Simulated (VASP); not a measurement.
Input of a VASP 6.6.1 run:

Contents of INCAR:

```
SYSTEM = Sb
PREC = Accurate ; ENCUT = 520
EDIFF = 1E-7 ; ISMEAR = 0
SIGMA = 0.2 ; LREAL = .FALSE.
LASPH = .TRUE. ; NELM = 80
ALGO = Normal ; ISIF = 2
LWAVE = .FALSE. ; LCHARG = .FALSE.
GGA = PE ; NBANDS = 18
```

The input KPOINTS:

```
regular mesh
0
G
  6 6 2
  0 0 0
```

POSCAR

```
Sb
1.0
    3.3654005297      0.0000000000      0.0000000000
   -1.6827002649      2.9145223526      0.0000000000
    0.0000000000      0.0000000000     11.1822405398
Sb
4
Direct
    0.3333333333      0.6666666667      0.3750000000
    0.3333333333      0.6666666667      0.8750000000
    0.6666666667      0.3333333333      0.1250000000
    0.6666666667      0.3333333333      0.6250000000
```

Potentials or basis: VASP PAW PBE potentials, release 64 (Sb).

Launch:

```console
$ cat potpaw_PBE.64/Sb/POTCAR > POTCAR
$ mpirun -np 1 vasp_std > vasp.out
```

(1) What does it give for the pressure?

(2) Estimate the band gap on the k mesh.

## Answers

(1) -0.4 GPa.

(2) zero (bands 10 and 11 overlap by 6.69 eV).

Caveat: spin-orbit coupling is left out, which moves the levels of the heavy elements.
